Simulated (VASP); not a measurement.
Wanted: the native input for a VASP 6.6.1 run.

```
Task                   : single point
Functional             : LDA
Potentials or basis    : VASP PAW LDA potentials, release 64 (Mg, S)
Cutoff                 : 520 eV
k mesh                 : 7 × 7 × 4
Occupations            : methfessel-paxton, width 0.01 eV
Spin                   : no spin polarisation
Dipole correction      : no
Further INCAR settings : ALGO = Normal; EDIFF = 1e-07; NBANDS = 16
```

The structure of MgS lies in POSCAR:

```
MgS
1.0
    3.7180724787      0.0000000000      0.0000000000
   -1.8590362393      3.2199452196      0.0000000000
    0.0000000000      0.0000000000      4.5369662349
Mg S
2 2
Direct
    0.3333333333      0.6666666667     -0.0624673497
    0.6666666667      0.3333333333      0.4375326503
    0.3333333333      0.6666666667      0.4374673497
    0.6666666667      0.3333333333      0.9374673497
```

One way to write it, as run:

INCAR

```
ALGO = Normal
EDIFF = 1E-7
ENCUT = 520
ISIF = 2
ISMEAR = 1
LASPH = True
LCHARG = True
LELF = True
LREAL = False
LVHAR = True
LWAVE = False
NBANDS = 16
NELM = 80
PREC = Accurate
SIGMA = 0.01
```

KPOINTS

```
k-points
0
Gamma
  7 7 4
```

Potentials or basis: VASP PAW LDA potentials, release 64 (Mg, S).

Launch:

```console
$ cat potpaw_LDA.64/Mg/POTCAR potpaw_LDA.64/S/POTCAR > POTCAR
$ mpirun -np 1 vasp_std > vasp.out
```

Results of the run:

```json
{
 "Pressure": "60.2 GPa",
 "Largest force": "0.004 eV/Å",
 "Band gap on the k mesh": "2.63 eV (least direct gap 3.46 eV)"
}
```

Caveat: the cell stands under pressure; an odd mesh through Γ misses points on the zone boundary, where band edges can lie.

Wall time 11 s on 1 thread of Intel(R) Xeon(R) Platinum 8559C (Emerald Rapids), on a shared host, peak memory 0.15 GiB.
